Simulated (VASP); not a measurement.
# MgH2 (Fm-3m) in VASP: a series of runs, part 3 of 3

VASP 6.6.1. Earlier steps stand in the parts before.

**7. Single point, HSE06**

POSCAR

```
MgH2
1.0
    0.0000000000      2.3649613280      2.3649613280
    2.3649613280      0.0000000000      2.3649613280
    2.3649613280      2.3649613280      0.0000000000
Mg H
1 2
Direct
    0.0000000000      0.0000000000      0.0000000000
    0.2500000000      0.2500000000      0.2500000000
    0.7500000000      0.7500000000      0.7500000000
```

INCAR.step1

```
SYSTEM = MgH2
ALGO = Normal ; EDIFF = 1E-5
ENCUT = 520 ; GGA = PE
GGA_COMPAT = .False. ; ISIF = 2
ISMEAR = 0 ; LASPH = .True.
LREAL = .False. ; LWAVE = .True.
NBANDS = 9 ; NELM = 120
PREC = Accurate ; SIGMA = 0.05
```

INCAR.step2

```
SYSTEM = MgH2
ALGO = Normal ; EDIFF = 1E-6
ENCUT = 520 ; GGA = PE
GGA_COMPAT = .False. ; HFSCREEN = 0.2079
ISIF = 2 ; ISMEAR = 0
ISTART = 1 ; LASPH = .True.
LCHARG = .True. ; LELF = .True.
LHFCALC = .True. ; LREAL = .False.
LVHAR = .True. ; LWAVE = .False.
NBANDS = 9 ; NELM = 120
PREC = Accurate ; PRECFOCK = Normal
SIGMA = 0.05
```

KPOINTS

```
k-points
0
Gamma
  4 4 4
  0 0 0
```

Potentials or basis: VASP PAW PBE potentials, release 64 (Mg, H).

Command:

```console
$ cat potpaw_PBE.64/Mg/POTCAR potpaw_PBE.64/H/POTCAR > POTCAR
$ cp INCAR.step1 INCAR
$ mpirun -np 1 vasp_std > vasp.out
$ cp INCAR.step2 INCAR
$ mpirun -np 1 vasp_std > vasp.out
```

OUTCAR:

```text
SYSTEM = MgH2
   EDIFF = 1E-6
   ENCUT = 520
   GGA = PE
   HFSCREEN = 0.2079
   ISIF = 2
   ISMEAR = 0
   ISTART = 1
   LASPH = .True.
   LHFCALC = .True.
   LREAL = .False.
   NELM = 120
   PREC = Accurate
   PRECFOCK = Normal

 ion  position               nearest neighbor table
   1  0.000  0.000  0.000-   2 2.05   3 2.05   3 2.05   3 2.05   3 2.05   2 2.05   2 2.05   2 2.05

   2  0.250  0.250  0.250-   1 2.05   1 2.05   1 2.05   1 2.05
   3  0.750  0.750  0.750-   1 2.05   1 2.05   1 2.05   1 2.05

  LATTYP: Found a face centered cubic cell.
 ALAT       =     4.7299226560

  Lattice vectors:

 A1 = (   0.0000000000,   2.3649613280,   2.3649613280)
 A2 = (   2.3649613280,   0.0000000000,   2.3649613280)
 A3 = (   2.3649613280,   2.3649613280,   0.0000000000)

Analysis of symmetry for initial positions (statically):
=====================================================================
 Subroutine PRICEL returns:
 Original cell was already a primitive cell.

 Routine SETGRP: Setting up the symmetry group for a
 face centered cubic supercell.

 Subroutine GETGRP returns: Found 48 space group operations
 (whereof 48 operations were pure point group operations)
 out of a pool of 48 trial point group operations.

The static configuration has the point symmetry O_h .

Analysis of symmetry for dynamics (positions and initial velocities):
=====================================================================
 Subroutine PRICEL returns:
 Original cell was already a primitive cell.

 Routine SETGRP: Setting up the symmetry group for a
 face centered cubic supercell.

 Subroutine GETGRP returns: Found 48 space group operations
 (whereof 48 operations were pure point group operations)
 out of a pool of 48 trial point group operations.

The dynamic configuration has the point symmetry O_h .

 Subroutine INISYM returns: Found 48 space group operations
 (whereof 48 operations are pure point group operations),
 and found     1 'primitive' translations

----------------------------------------------------------------------------------------

                                     Primitive cell

  volume of cell :      26.4547

  direct lattice vectors                    reciprocal lattice vectors
     0.000000000  2.364961328  2.364961328    -0.211419948  0.211419948  0.211419948
     2.364961328  0.000000000  2.364961328     0.211419948 -0.211419948  0.211419948
     2.364961328  2.364961328  0.000000000     0.211419948  0.211419948 -0.211419948

  length of vectors
     3.344560385  3.344560385  3.344560385     0.366190091  0.366190091  0.366190091

  position of ions in fractional coordinates (direct lattice)
     0.000000000  0.000000000  0.000000000
     0.250000000  0.250000000  0.250000000
     0.750000000  0.750000000  0.750000000

  ion indices of the primitive-cell ions
   primitive index   ion index
                 1           1
                 2           2
                 3           3

----------------------------------------------------------------------------------------

 KPOINTS: k-points

Automatic generation of k-mesh.
 Grid dimensions read from file:
 generate k-points for:    4    4    4

 Generating k-lattice:

[... 32 lines left out ...]
   NGX,Y,Z   is equivalent  to a cutoff of  13.92, 13.92, 13.92 a.u.
   NGXF,Y,Z  is equivalent  to a cutoff of  27.84, 27.84, 27.84 a.u.
 SYSTEM =  MgH2
   PREC   = accura    normal or accurate (medium, high low for compatibility)
   ISTART =      1    job   : 0-new  1-cont  2-samecut
   ICHARG =      0    charge: 1-file 2-atom 10-const
   ISPIN  =      1    spin polarized calculation?
   LNONCOLLINEAR =      F non collinear calculations
   LSORBIT =      F    spin-orbit coupling
   LASPH  =      T    aspherical Exc in radial PAW
   ENCUT  =  520.0 eV  38.22 Ry    6.18 a.u.   6.22  6.22  6.22*2*pi/ulx,y,z
   NELM   =    120;   NELMIN=  2; NELMDL=  0     # of ELM steps
   EDIFF  = 0.1E-05   stopping-criterion for ELM
   LREAL  =      F    real-space projection
   EDIFFG = 0.1E-04   stopping-criterion for IOM
   NSW    =      0    number of steps for IOM
   IBRION =     -1    ionic relax: 0-MD 1-quasi-New 2-CG
   NFREE  =      0    steps in history (QN), initial steepest desc. (CG)
   ISIF   =      2    stress and relaxation
   ISYM   =      3    0-nonsym 1-usesym 2-fastsym
   POTIM  = 0.5000    time-step for ionic-motion
   TEBEG  =    0.0;   TEEND  =   0.0 temperature during run
   PSTRESS=    0.0 pullay stress
   NELECT =       4.0000    total number of electrons
   NUPDOWN=      -1.0000    fix difference up-down
   EMIN   =  10.00;   EMAX   =-10.00  energy-range for DOS
   EFERMI =   0.00;   METHOD = LEGACY
   ISMEAR =     0;   SIGMA  =   0.05  broadening in eV -4-tet -1-fermi 0-gaus
   EFERMI_NEDOS =   21; number of points for ismear=-14 and -15
   IALGO  =     38    algorithm
   IMIX   =      1    mixing-type and parameters
     AMIX     =   0.40;   BMIX     =  1.00
     AMIX_MAG =   1.60;   BMIX_MAG =  1.00
  volume/ion in A,a.u.               =       8.82        59.51
  Fermi-wavevector in a.u.,A,eV,Ry     =   0.872156  1.648136 10.349352  0.760656
  Thomas-Fermi vector in A             =   1.991365
   LORBIT       =      0    0 simple, 1 ext, 2 COOP (PROOUT), +10 PAW based schemes
   GGA     = PE    functional components
   LHFCALC =     T    Hartree Fock is set to
   PRECFOCK=normal    Normal, Fast or Accurate (Low or Medium for compatibility)
   ENCUT4O =  -1.0   cutoff for four orbital integrals eV
   NKREDX  =     1    reduce k-point grid by
   NKREDY  =     1    reduce k-point grid by
   NKREDZ  =     1    reduce k-point grid by
   AEXX    =    0.2500 exact exchange contribution
   HFSCREEN=    0.2079 screening length (either q_TF or 0.3 A-1)
   HFSCREENC=   0.2079 screening length for correlation (either q_TF or 0.3 A-1)
   ENCUTFOCK=  -1.0 apply spherical cutoff to Coloumb kernel
   IVDW    =     0    specifies the selected vdW correction
   LEPSILON=     F    determine dielectric tensor
   LRPA    =     F    only Hartree local field effects (RPA)
 non-spin polarized calculation
 Gauss-broadening in eV      SIGMA  =   0.05
  energy-cutoff  :      520.00
  volume of cell :       26.45
 maximum number of plane-waves:       725
 NGX is ok and might be reduce to    28
  NGX = 20; NGY = 20; NGZ = 20

 number of electron       4.0000000 magnetization

 Free energy of the ion-electron system (eV)
  ---------------------------------------------------
  ext. energy  EPLUGINS =         0.00000000
  ---------------------------------------------------
  free energy    TOTEN  =        -9.67491870 eV

  energy without entropy =       -9.67371352  energy(sigma->0) =       -9.67431611

 E-fermi :   2.9150     XC(G=0):  -7.5256

 val. band max:        1.4113454763   @ k =   0.2500   0.2500   0.0000
 cond. band min:       2.9302768011   @ k =   0.5000   0.5000   0.0000
 fundamental gap:      1.5189313248
 Fermi energy:         2.9150482914

 k-point     1 :       0.0000    0.0000    0.0000
  band No.  band energies     occupation
      1      -8.4732      2.00000
      2       3.7471      0.00000
      3      13.1196      0.00000
      4      13.1196      0.00000
      5      13.1196      0.00000
      6      15.9268      0.00000
      7      15.9268      0.00000
      8      15.9268      0.00000
      9      16.7979      0.00000
[... 73 lines left out ...]
 k-point     8 :      -0.2500    0.5000    0.2500
  band No.  band energies     occupation
      1      -2.3522      2.00000
      2      -2.3522      2.00000
      3       4.3502      0.00000
      4       5.0165      0.00000
      5      13.6943      0.00000
      6      13.6943      0.00000
      7      17.3844      0.00000
      8      18.8929      0.00000
      9      25.0180      0.00000

------------------------ aborting loop because EDIFF is reached ----------------------------------------

  FORCE on cell =-STRESS in cart. coord.  units (eV):
  Direction    XX          YY          ZZ          XY          YZ          ZX
  --------------------------------------------------------------------------------------
  -------------------------------------------------------------------------------------
  Total       -0.0726777     -0.0726777     -0.0726777      0.0000000     -0.0000000      0.0000000
  in kB       -4.4015929     -4.4015929     -4.4015929      0.0000000     -0.0000000      0.0000000
  external PRESSURE =      -4.4015929 kB  Pullay stress =       0.0000000 kB

 VOLUME and BASIS-vectors are now :
 -----------------------------------------------------------------------------
  energy-cutoff  :      520.00
  volume of cell :       26.45
      direct lattice vectors                 reciprocal lattice vectors
     0.000000000  2.364961328  2.364961328    -0.211419948  0.211419948  0.211419948
     2.364961328  0.000000000  2.364961328     0.211419948 -0.211419948  0.211419948
     2.364961328  2.364961328  0.000000000     0.211419948  0.211419948 -0.211419948

 POSITION                                       TOTAL-FORCE (eV/Angst)
 -----------------------------------------------------------------------------------
      0.00000      0.00000      0.00000        -0.000000     -0.000000      0.000000
      1.18248      1.18248      1.18248        -0.000000     -0.000000     -0.000000
      3.54744      3.54744      3.54744         0.000000      0.000000     -0.000000
 -----------------------------------------------------------------------------------
    total drift:                               -0.000030     -0.000037     -0.000037

  FREE ENERGIE OF THE ION-ELECTRON SYSTEM (eV)
  ---------------------------------------------------
  free  energy   TOTEN  =        -9.6749186954 eV

  energy  without entropy=       -9.6737135210  energy(sigma->0) =       -9.67431611
```

It took 96 s on 1 thread of Intel Xeon 8259CL, shared host; peak memory 0.26 GiB.

Results:

```
Free energy            : -9.6749 eV
Pressure               : -0.4 GPa
Band gap on the k mesh : zero (bands 2 and 3 overlap by 0.82 eV)
```

Caveat: the k points lie up to 0.58 Å⁻¹ apart, too coarse for converged energies and pressures of a metal; the PAW data sets were made with another functional, which shifts forces and pressure a little.

**8. Overview**

```csv
level,potentials or basis,k mesh,cutoff (eV),smearing,grid for exact exchange (PRECFOCK),share of exact exchange,screening parameter,gap on the mesh (eV),pressure (GPa)
LDA,"VASP PAW LDA potentials, release 64 (Mg, H)",6 × 6 × 6,600,fermi-dirac 0.02 eV,-,-,-,none,-2.6
PBE-based global hybrid with 75 % exact exchange,"VASP PAW PBE potentials, release 64 (Mg, H)",4 × 4 × 4,520,fermi-dirac 0.02 eV,Normal,0.75,-,none,-2.5
PBE-based screened hybrid with 20 % exact exchange,"VASP PAW PBE potentials, release 64 (Mg, H)",4 × 4 × 4,520,fermi-dirac 0.02 eV,Normal,0.2,0.5 1/Å,none,0.0
PBE-based global hybrid with 50 % exact exchange,"VASP PAW PBE potentials, release 64 (Mg, H)",4 × 4 × 4,520,fermi-dirac 0.02 eV,Normal,0.5,-,none,-1.5
HSE06,"VASP PAW PBE potentials, release 64 (Mg, H)",4 × 4 × 4,520,fermi-dirac 0.02 eV,Normal,0.25,0.2079 1/Å,none,-0.4
HSE06,"VASP PAW PBE potentials, release 64 (Mg, H)",4 × 4 × 4,520,gaussian 0.05 eV,Normal,0.25,0.2079 1/Å,none,-0.4
```

Alike in all rows: task single point; no spin polarisation; cell as given.

Caveats: all runs use coarse meshes; the PAW data sets were made with another functional, which shifts forces and pressure a little (at least some runs).

Total energies depend on the potentials used, so only differences within one code and one set of settings carry meaning.
